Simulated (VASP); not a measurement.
Ga3BAs4:

```
Ga B As
1.0
     5.41576    0.00000    0.00000
     0.00000    5.41576    0.00000
     0.00000    0.00000    5.41576
Ga B As
3 1 4
Cartesian
  0.0000 0.0000 2.7079
  0.0000 2.7079 0.0000
  2.7079 0.0000 0.0000
  2.7079 2.7079 2.7079
  4.0618 4.0618 4.0618
  4.0618 1.3539 1.3539
  1.3539 4.0618 1.3539
  1.3539 1.3539 4.0618
```

```yaml
Program: VASP 6.6.1
Task: relaxation of cell and atoms
Functional: PBE
Potentials_or_basis: VASP PAW PBE potentials, release 64 (Ga_d, B, As)
Cutoff: 600 eV
k_mesh: 4 × 4 × 4
Occupations: gaussian, width 0.1 eV
Spin: no spin polarisation
```

At the start: pressure 7.0 GPa; volume 19.86 Å³/atom.

Task: How do energy, volume and symmetry change on relaxing?

Result: Over 6 steps the energy falls by 158.0 meV/atom and the volume is 21.02 Å³/atom (+5.9 %); space group P-43m (No. 215, to 0.1 Å) before and after.

The path:
| step | energy change (eV) | largest force (eV/Å) | pressure (GPa) | volume (Å³) |
| --- | --- | --- | --- | --- |
| 1 | 0.0000 | 2.5512 | 7.04 | 158.85 |
| 2 | -0.9362 | 0.8639 | -3.89 | 179.77 |
| 3 | -0.9397 | 0.9568 | -3.43 | 178.30 |
| 4 | -1.2351 | 0.3084 | -1.29 | 170.95 |
| 5 | -1.2636 | 0.0484 | -0.03 | 167.91 |
| 6 | -1.2638 | 0.0185 | -0.16 | 168.15 |

Final structure:
```xyz
8
Lattice="5.5195 0.0000 0.0000 0.0000 5.5195 0.0000 0.0000 0.0000 5.5195" Properties=species:S:1:pos:R:3 pbc="T T T"
Ga    0.0000    0.0000    2.7597
Ga    0.0000    2.7597    0.0000
Ga    2.7597    0.0000    0.0000
B     2.7597    2.7597    2.7597
As    4.0157    4.0157    4.0157
As    4.0157    1.5037    1.5037
As    1.5037    4.0157    1.5037
As    1.5037    1.5037    4.0157
```
